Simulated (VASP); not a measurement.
HfO2, 12 atoms in the cell. The structure is monoclinic, space group Pm (No. 6). The conventional cell has a = 3.617 Å, b = 3.617 Å, c = 10.332 Å, α = 90.00°, β = 98.05°, γ = 90.00°. Hf (site symmetry m) has 1 O at 1.33 Å within 1.8 Å. Within 2.9 Å of Hf (site symmetry m) lie 8 O at 2.21 Å. Within 2.9 Å of Hf (site symmetry m) lie 8 O at 2.21 Å. Within 2.9 Å of Hf (site symmetry m) lie 8 O at 2.21 Å. Within 1.8 Å of O (site symmetry m) lie 1 Hf at 1.33 Å. Within 2.9 Å of O (site symmetry m) lie 4 Hf at 2.21 Å and 6 O at 2.56 Å. Within 2.9 Å of O (site symmetry m) lie 4 Hf at 2.21 Å and 6 O at 2.56 Å. Within 3.0 Å of O (site symmetry m) lie 4 Hf at 2.21 Å and 6 O at 2.56 to 2.94 Å.  This cell differs from its parent crystal: the part above a cut slid along it.

| Item | Value |
| --- | --- |
| Program | VASP 6.6.1 |
| Task | single point |
| Functional | r2SCAN |
| Potentials or basis | VASP PAW PBE potentials, release 64 (Hf_pv, O) |
| Cutoff | 520 eV |
| k mesh | 6 × 6 × 3 |
| Occupations | gaussian, width 0.05 eV |
| Spin | no spin polarisation |
| Dipole correction | no |
| Further INCAR settings | ALGO = Normal; EDIFF = 1e-07; NBANDS = 56 |

Potentials or basis: VASP PAW PBE potentials, release 64 (Hf_pv, O).

Run with:

```bash
$ cat potpaw_PBE.64/Hf_pv/POTCAR potpaw_PBE.64/O/POTCAR > POTCAR
$ cp INCAR.step1 INCAR
$ mpirun -np 1 vasp_std > vasp.out
$ cp INCAR.step2 INCAR
$ mpirun -np 1 vasp_std > vasp.out
```

Hardware: 1 thread of Intel(R) Xeon(R) Platinum 8488C (Sapphire Rapids), with other jobs on the host.

Q: Estimate the wall time of this run.

A: Run time: 15 min on 1 thread of Intel(R) Xeon(R) Platinum 8488C (Sapphire Rapids), with other jobs on the host, peak memory 0.4 GiB. Counts: k points 40.
